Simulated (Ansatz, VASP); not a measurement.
**CdTe: VASP beside Ansatz**

Contents of INCAR:

```
SYSTEM = CdTe
PREC = Accurate ; ENCUT = 500
EDIFF = 1E-6 ; ISMEAR = 0
SIGMA = 0.02 ; LREAL = .FALSE.
LASPH = .TRUE. ; NELM = 120
ALGO = Normal ; ISIF = 2
LWAVE = .FALSE. ; LCHARG = .TRUE.
GGA = PS ; LELF = .TRUE.
LVHAR = .TRUE. ; NBANDS = 16
GGA_COMPAT = .FALSE.
```

Contents of KPOINTS:

```
Automatic mesh
0
G
  8 8 8
  0 0 0
```

POSCAR

```
CdTe
1.0
    0.0000000000      3.2445740530      3.2445740530
    3.2445740530      0.0000000000      3.2445740530
    3.2445740530      3.2445740530      0.0000000000
Cd Te
1 1
Direct
    0.0000000000      0.0000000000      0.0000000000
    0.2500000000      0.2500000000      0.2500000000
```

Input for Ansatz:

```yaml
crystal:
  lattice:
    - [0.0, 3.244574053, 3.244574053]
    - [3.244574053, 0.0, 3.244574053]
    - [3.244574053, 3.244574053, 0.0]
  atoms:
    - { symbol: Cd, position: [0.0, 0.0, 0.0] }
    - { symbol: Te, position: [0.25, 0.25, 0.25] }
basis:
  ecutwfc: 420
kpoints:
  mp_grid: { grid: [8, 8, 8] }
  band_path:
    path:
      - [[0.0, 0.0, 0.0], [-0.5, -0.5, 0.0], [-0.375, -0.375, 0.25]]
      - [[-0.375, 0.0, 0.375], [0.0, 0.0, 0.0], [0.0, 0.0, 0.5], [-0.5, -0.25, 0.25], [-0.5, -0.5, 0.0]]
    npoints: 10
hamiltonian:
  xc: pbesol
scf:
  occupations: { method: gaussian, width: 0.02 }
  n_extra_bands: 7
output:
  forces: true
  stress: true
  eigenvalues: true
```

Alike in both runs: task single point; functional PBEsol; k mesh 8 × 8 × 8; occupations gaussian, width 0.02 eV; no spin polarisation.

|  | VASP | Ansatz |
| --- | --- | --- |
| version | VASP 6.6.1 | Ansatz 0.2.0 |
| potentials or method | VASP PAW PBE potentials, release 64 (Cd, Te), cutoff 500 eV | scalar-relativistic, plane waves, PAW |
| valence electrons in the cell | 18 | 36 |

```csv
,VASP,Ansatz,Ansatz less VASP
gap on the k mesh at the Fermi level (eV),0.65,0.65,-0.002
least direct gap on the mesh (eV),0.65,0.65,-0.002
pressure (GPa),0.2,0.0,-0.16
```

VASP's potentials were made for PBE, not for PBEsol. VASP's potentials hold 18 valence electrons a cell and Ansatz's 36, so a difference there can come from the potentials and not from the codes.

Spin-orbit coupling is off throughout.
